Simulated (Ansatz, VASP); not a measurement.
## Two plane-wave programs on BaTiO3

```xyz
5
Lattice="4.0340 0.0000 0.0000 0.0000 4.0340 0.0000 0.0000 0.0000 4.0340" Properties=species:S:1:pos:R:3 pbc="T T T"
Ba    0.0000    0.0000    0.0000
Ti    2.0170    2.0170    2.0170
O     2.0170    2.0170    0.0000
O     2.0170    0.0000    2.0170
O     0.0000    2.0170    2.0170
```

Change from the starting cell: hydrostatic strain +1.0%.

Alike in both runs: task single point; functional r2SCAN; k mesh 6 × 6 × 6; non-collinear spin, spin-orbit coupling.

|  | VASP | Ansatz |
| --- | --- | --- |
| version | VASP 6.6.1 | Ansatz 0.2.0 |
| potentials or method | VASP PAW PBE potentials, release 64 (Ba_sv, Ti_sv, O) | plane waves, PAW |
| plane-wave cutoff (eV) | 520 | 500 |
| occupations | gaussian, width 0.01 eV | fixed |
| valence electrons in the cell | 40 | 40 |

Ansatz gave:

```
pressure (GPa) : -5.1
```

Q: What did VASP give for the same quantities?

A: Pressure (GPa): -3.2.

VASP's potentials were made for PBE, not for r2SCAN.
